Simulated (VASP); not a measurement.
# InP3 (R-3m) in VASP: a series of runs

The runs below take InP3 through single point, with PBEsol.

All numbers are computed with VASP 6.6.1; they aren't measurements. Logs are shortened: lines on timing, memory, paths and dates and some standing lists are left out, and cuts for length are marked.

## (1) The cell of the first run

It takes space group R-3m (No. 166, trigonal). Conventional cell: a = 7.430 Å, b = 7.430 Å, c = 9.986 Å, α = 90.00°, β = 90.00°, γ = 120.00°. In (site symmetry 3m) has 6 P at 2.64 to 2.89 Å within 3.5 Å. Within 2.9 Å of P (site symmetry m) lie 2 P at 2.22 Å and 2 In at 2.64 to 2.89 Å.

## (2) Single point, PBEsol (strain +0.0150 x Voigt [0, 0, 1, 0, 0, 0])

Input file INCAR:

```
SYSTEM = InP3
ALGO = Normal ; EDIFF = 1E-6
ENCUT = 520 ; GGA = PS
ISIF = 2 ; ISMEAR = 0
LASPH = .TRUE. ; LCHARG = .TRUE.
LELF = .TRUE. ; LREAL = .FALSE.
LVHAR = .TRUE. ; LWAVE = .FALSE.
NBANDS = 38 ; NELM = 100
PREC = Accurate ; SIGMA = 0.15
```

Input file KPOINTS:

```
k-points
0
G
  6 6 6
  0 0 0
```

Input file POSCAR:

```
InP3
1.0
    3.7149867624      2.1448486073      3.3285669567
   -3.7149867624      2.1448486073      3.3285669567
    0.0000000000     -4.2896972146      3.3285669567
In P
2 6
Direct
    0.2732788992      0.2732788992      0.2732788992
    0.7267211008      0.7267211008      0.7267211008
    0.7947108820      0.2411926338      0.7947108820
    0.7947108820      0.7947108820      0.2411926338
    0.2411926338      0.7947108820      0.7947108820
    0.2052891180      0.7588073662      0.2052891180
    0.7588073662      0.2052891180      0.2052891180
    0.2052891180      0.2052891180      0.7588073662
```

Potentials or basis: VASP PAW PBE potentials, release 64 (In_d, P).

The run is started by

```console
$ cat potpaw_PBE.64/In_d/POTCAR potpaw_PBE.64/P/POTCAR > POTCAR
$ mpirun -np 1 vasp_std > vasp.out
```

OUTCAR:

```text
SYSTEM = InP3
   EDIFF = 1E-6
   ENCUT = 520
   GGA = PS
   ISIF = 2
   ISMEAR = 0
   LASPH = .TRUE.
   LREAL = .FALSE.
   NELM = 100
   PREC = Accurate

 ion  position               nearest neighbor table
   1  0.273  0.273  0.273-   8 2.64   7 2.64   6 2.64   8 2.89   6 2.89   7 2.89
   2  0.727  0.727  0.727-   4 2.64   3 2.64   5 2.64   4 2.89   5 2.89   3 2.89
   3  0.795  0.241  0.795-   7 2.22   8 2.22   2 2.64   2 2.89
   4  0.795  0.795  0.241-   6 2.22   7 2.22   2 2.64   2 2.89
   5  0.241  0.795  0.795-   6 2.22   8 2.22   2 2.64   2 2.89
   6  0.205  0.759  0.205-   5 2.22   4 2.22   1 2.64   1 2.89
   7  0.759  0.205  0.205-   3 2.22   4 2.22   1 2.64   1 2.89
   8  0.205  0.205  0.759-   3 2.22   5 2.22   1 2.64   1 2.89

  LATTYP: Found a trigonal (rhomboedric) cell.
 ALAT       =     5.4296279963
 COS(alpha) =     0.0637229334

  Lattice vectors:

 A1 = (   3.7149867624,   2.1448486073,   3.3285669567)
 A2 = (  -3.7149867624,   2.1448486073,   3.3285669567)
 A3 = (   0.0000000000,  -4.2896972146,   3.3285669567)

Analysis of symmetry for initial positions (statically):
=====================================================================
 Subroutine PRICEL returns:
 Original cell was already a primitive cell.

 Routine SETGRP: Setting up the symmetry group for a
 trigonal (rhombohedral) supercell.

 Subroutine GETGRP returns: Found 12 space group operations
 (whereof 12 operations were pure point group operations)
 out of a pool of 12 trial point group operations.

The static configuration has the point symmetry D_3d.

Analysis of symmetry for dynamics (positions and initial velocities):
=====================================================================
 Subroutine PRICEL returns:
 Original cell was already a primitive cell.

 Routine SETGRP: Setting up the symmetry group for a
 trigonal (rhombohedral) supercell.

 Subroutine GETGRP returns: Found 12 space group operations
 (whereof 12 operations were pure point group operations)
 out of a pool of 12 trial point group operations.

The dynamic configuration has the point symmetry D_3d.

 Subroutine INISYM returns: Found 12 space group operations
 (whereof 12 operations are pure point group operations),
 and found     1 'primitive' translations

----------------------------------------------------------------------------------------

                                     Primitive cell

  volume of cell :     159.1338

  direct lattice vectors                    reciprocal lattice vectors
[... 101 lines left out ...]
   EDIFFG = 0.1E-04   stopping-criterion for IOM
   NSW    =      0    number of steps for IOM
   IBRION =     -1    ionic relax: 0-MD 1-quasi-New 2-CG
   NFREE  =      0    steps in history (QN), initial steepest desc. (CG)
   ISIF   =      2    stress and relaxation
   ISYM   =      2    0-nonsym 1-usesym 2-fastsym
   POTIM  = 0.5000    time-step for ionic-motion
   TEBEG  =    0.0;   TEEND  =   0.0 temperature during run
   PSTRESS=    0.0 pullay stress
   NELECT =      56.0000    total number of electrons
   NUPDOWN=      -1.0000    fix difference up-down
   EMIN   =  10.00;   EMAX   =-10.00  energy-range for DOS
   EFERMI =   0.00;   METHOD = LEGACY
   ISMEAR =     0;   SIGMA  =   0.15  broadening in eV -4-tet -1-fermi 0-gaus
   EFERMI_NEDOS =   21; number of points for ismear=-14 and -15
   IALGO  =     38    algorithm
   IMIX   =      4    mixing-type and parameters
     AMIX     =   0.40;   BMIX     =  1.00
     AMIX_MAG =   1.60;   BMIX_MAG =  1.00
  volume/ion in A,a.u.               =      19.89       134.24
  Fermi-wavevector in a.u.,A,eV,Ry     =   1.155802  2.184149 18.175720  1.335878
  Thomas-Fermi vector in A             =   2.292427
   LORBIT       =      0    0 simple, 1 ext, 2 COOP (PROOUT), +10 PAW based schemes
   GGA     = PS    functional components
   LHFCALC =     F    Hartree Fock is set to
   AEXX    =    0.0000 exact exchange contribution
   IVDW    =     0    specifies the selected vdW correction
   LEPSILON=     F    determine dielectric tensor
   LRPA    =     F    only Hartree local field effects (RPA)
 non-spin polarized calculation
 Gauss-broadening in eV      SIGMA  =   0.15
  energy-cutoff  :      520.00
  volume of cell :      159.13
 maximum number of plane-waves:      4310
   NGX = 21   NGY = 21   NGZ = 21

 number of electron      56.0000009 magnetization

 Free energy of the ion-electron system (eV)
  ---------------------------------------------------
  ext. energy  EPLUGINS =         0.00000000
  ---------------------------------------------------
  free energy    TOTEN  =       -41.33593325 eV

  energy without entropy =      -41.32789765  energy(sigma->0) =      -41.33191545

 E-fermi :   6.6751     XC(G=0): -10.3225

 val. band max:        6.5132820198   @ k =  -0.3333   0.5000   0.3333
 cond. band min:       6.7100214864   @ k =   0.5000   0.5000   0.0000
 fundamental gap:      0.1967394666
 Fermi energy:         6.6750937981

 k-point     1 :       0.0000    0.0000    0.0000
  band No.  band energies     occupation
      1      -7.7575      2.00000
      2      -7.7575      2.00000
      3      -7.6238      2.00000
      4      -7.6238      2.00000
      5      -7.5379      2.00000
      6      -7.5216      2.00000
[... 973 lines left out ...]
     37      11.2655      0.00000
     38      11.4040      0.00000

 [... further k-points ...]
[... 5 lines left out ...]
  --------------------------------------------------------------------------------------
  -------------------------------------------------------------------------------------
  Total       -0.7025358     -0.7025358     -1.6380785      0.0000000     -0.0000000      0.0000000
  in kB       -7.0732103     -7.0732103    -16.4923612      0.0000000     -0.0000000      0.0000000
  external PRESSURE =     -10.2129273 kB  Pullay stress =       0.0000000 kB

 VOLUME and BASIS-vectors are now :
 -----------------------------------------------------------------------------
  energy-cutoff  :      520.00
  volume of cell :      159.13
      direct lattice vectors                 reciprocal lattice vectors
     3.714986762  2.144848607  3.328566957     0.134589982  0.077705562  0.100143196
    -3.714986762  2.144848607  3.328566957    -0.134589982  0.077705562  0.100143196
     0.000000000 -4.289697215  3.328566957     0.000000000 -0.155411124  0.100143196

 POSITION                                       TOTAL-FORCE (eV/Angst)
 -----------------------------------------------------------------------------------
      0.00000      0.00000      2.72888         0.000000      0.000000      0.002609
      0.00000      0.00000      7.25682         0.000000      0.000000     -0.002609
      2.05631     -1.18721      6.09332         0.044605     -0.025753      0.162695
      0.00000      2.37443      6.09332         0.000000      0.051506      0.162695
     -2.05631     -1.18721      6.09332        -0.044605     -0.025753      0.162695
     -2.05631      1.18721      3.89238        -0.044605      0.025753     -0.162695
      2.05631      1.18721      3.89238         0.044605      0.025753     -0.162695
      0.00000     -2.37443      3.89238         0.000000     -0.051506     -0.162695
 -----------------------------------------------------------------------------------
    total drift:                                0.000000     -0.000000     -0.000000

  FREE ENERGIE OF THE ION-ELECTRON SYSTEM (eV)
  ---------------------------------------------------
  free  energy   TOTEN  =       -41.3359332504 eV

  energy  without entropy=      -41.3278976538  energy(sigma->0) =      -41.33191545
```

Wall time 3 min (1 thread of Intel Xeon Platinum 8259CL at 2.50GHz (Skylake/Cascade Lake), shared host); peak memory 0.31 GiB.

Results:

- Free energy: -41.3359 eV
- Pressure: -1.0 GPa
- Largest force: 0.171 eV/Å
- Band gap on the k mesh: zero (band 28 reaches 6.84 eV, above the bottom of band 29 at 6.31 eV)

Forces in eV/Å, atoms in the order of the input:
```
In   0.000  0.000  0.003
In   0.000  0.000 -0.003
P    0.045 -0.026  0.163
P    0.000  0.052  0.163
P   -0.045 -0.026  0.163
P   -0.045  0.026 -0.163
P    0.045  0.026 -0.163
P    0.000 -0.052 -0.163
```

Levels at points of the mesh, in eV from the Fermi level:
```csv
k point,band 24,band 25,band 26,band 27,band 28,band 29,band 30,band 31,band 32,band 33
"(0.00, 0.00, 0.00)",-2.21,-2.21,-2.13,-0.65,-0.65,-0.36,-0.32,2.06,2.34,2.34
"(0.50, 0.00, 0.00)",-2.61,-2.50,-1.45,-1.15,-1.11,0.34,2.57,2.57,3.05,3.29
"(0.50, 0.50, 0.00)",-2.52,-1.43,-0.82,-0.63,0.03,1.29,1.41,2.12,2.40,3.38
"(0.50, 0.50, 0.50)",-1.13,0.07,0.07,0.17,0.17,1.62,1.65,1.65,1.74,1.74
```

Caveat: the cell differs from its parent crystal (strain +0.0150 x Voigt [0, 0, 1, 0, 0, 0]); the PAW data sets were made with another functional, which shifts forces and pressure a little; spin-orbit coupling is left out, which moves the levels of the heavy elements.

## (3) Single point, PBEsol (strain +0.0300 x Voigt [0, 0, 1, 0, 0, 0])

Input file INCAR:

```
SYSTEM = InP3
PREC = Accurate ; ENCUT = 520
EDIFF = 1E-7 ; ISMEAR = 0
SIGMA = 0.15 ; LREAL = .FALSE.
LASPH = .TRUE. ; NELM = 60
ALGO = Normal ; ISIF = 2
LWAVE = .FALSE. ; LCHARG = .FALSE.
GGA = PS ; NBANDS = 38
```

Input file KPOINTS:

```
Automatic mesh
0
G
  6 6 6
  0 0 0
```

POSCAR, as its differences from that of step 2:

```diff
@@ -2,5 +2,5 @@
 1.0
-    3.7149867624      2.1448486073      3.3285669567
-   -3.7149867624      2.1448486073      3.3285669567
-    0.0000000000     -4.2896972146      3.3285669567
+    3.7149867624      2.1448486073      3.3777576014
+   -3.7149867624      2.1448486073      3.3777576014
+    0.0000000000     -4.2896972146      3.3777576014
 In P
```

Potentials or basis: VASP PAW PBE potentials, release 64 (In_d, P).

The run is started by

```console
$ cat potpaw_PBE.64/In_d/POTCAR potpaw_PBE.64/P/POTCAR > POTCAR
$ mpirun -np 1 vasp_std > vasp.out
```

Wall time 4.1 min (1 thread of Intel Xeon Platinum 8259CL at 2.50GHz (Skylake/Cascade Lake), shared host); peak memory 0.34 GiB.

Results (log left out):

| Item | Value |
| --- | --- |
| Free energy | -41.3009 eV |
| Pressure | -1.9 GPa |
| Largest force | 0.316 eV/Å |
| Band gap on the k mesh | zero (band 28 reaches 6.67 eV, above the bottom of band 29 at 6.01 eV) |

Forces in eV/Å, atoms in the order of the input:
```
In   0.000  0.000  0.006
In   0.000  0.000 -0.006
P    0.077 -0.044  0.304
P    0.000  0.089  0.304
P   -0.077 -0.044  0.304
P   -0.077  0.044 -0.304
P    0.077  0.044 -0.304
P    0.000 -0.089 -0.304
```

Stress tensor (GPa, compression positive):
```
-1.32  0.00  0.00
 0.00 -1.32  0.00
 0.00  0.00 -3.20
```

Levels at points of the mesh, in eV from the Fermi level:
| k point | band 25 | band 26 | band 27 | band 28 | band 29 | band 30 | band 31 | band 32 |
| --- | --- | --- | --- | --- | --- | --- | --- | --- |
| (0.00, 0.00, 0.00) | -2.16 | -2.15 | -0.60 | -0.60 | -0.51 | -0.43 | 2.10 | 2.38 |
| (0.50, 0.00, 0.00) | -2.43 | -1.37 | -1.19 | -1.15 | 0.36 | 2.54 | 2.55 | 2.98 |
| (0.50, 0.50, 0.00) | -1.45 | -0.86 | -0.65 | 0.04 | 1.31 | 1.41 | 2.04 | 2.40 |
| (0.50, 0.50, 0.50) | 0.08 | 0.08 | 0.15 | 0.15 | 1.62 | 1.62 | 1.64 | 1.64 |

Caveat: the cell differs from its parent crystal (strain +0.0300 x Voigt [0, 0, 1, 0, 0, 0]); the PAW data sets were made with another functional, which shifts forces and pressure a little; spin-orbit coupling is left out, which moves the levels of the heavy elements.
